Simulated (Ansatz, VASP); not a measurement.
## One calculation of Ag, two programs

```
CELL_PARAMETERS angstrom
-1.40870 1.40870 2.11305
1.40870 -1.40870 2.11305
1.40870 1.40870 -2.11305
ATOMIC_POSITIONS crystal
Ag 0.00000 0.00000 0.00000
```

Alike in both runs: task single point; functional PBEsol; k mesh 28 × 28 × 28; occupations gaussian, width 0.15 eV; no spin polarisation.

|  | VASP | Ansatz |
| --- | --- | --- |
| version | VASP 6.6.1 | Ansatz 0.2.0 |
| potentials or method | VASP PAW PBE potentials, release 64 (Ag), cutoff 520 eV | scalar-relativistic, plane waves, PAW |
| valence electrons in the cell | 11 | 19 |

|  | VASP | Ansatz | Ansatz less VASP |
| --- | --- | --- | --- |
| gap on the k mesh at the Fermi level (eV) | none | none | - |
| pressure (GPa) | -0.8 | -0.7 | +0.11 |
| traceless stress, the component that is largest in VASP (GPa) | -1.93 | -1.95 | -0.016 |

VASP's potentials were made for PBE, not for PBEsol. A gap of «none» marks a metal or a gap that the smearing closes. With one functional, cell and mesh, what is left measures potentials, basis and numerics. VASP's potentials hold 11 valence electrons a cell and Ansatz's 19, so a difference there can come from the potentials and not from the codes.
